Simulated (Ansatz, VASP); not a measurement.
## Two plane-wave programs on HgSe

```
Hg Se
1.0
     0.00000    2.99497    2.99497
     2.99497    0.00000    2.99497
     2.99497    2.99497    0.00000
Hg Se
1 1
Direct
  0.00000 0.00000 0.00000
  0.75000 0.75000 0.75000
```

Change from the starting cell: volume scaled by 0.96, PAW files.

Alike in both runs: task electric field gradients; functional PBE; k mesh 9 × 9 × 9; occupations fermi-dirac, width 0.02 eV; no spin polarisation.

```csv
,VASP,Ansatz
version,VASP 6.6.1,Ansatz 0.2.0
potentials or method,"VASP PAW PBE potentials, release 64 (Hg, Se)","PAW with Ansatz's default frozen-core files, scalar-relativistic"
plane-wave cutoff (eV),400,420
valence electrons in the cell,18,36
```

```tsv
	VASP	Ansatz	Ansatz less VASP
pressure (GPa)	8.2	7.9	-0.36
```

VASP's potentials hold 18 valence electrons a cell and Ansatz's 36, so a difference there can come from the potentials and not from the codes.

Neither program's run includes spin-orbit coupling.
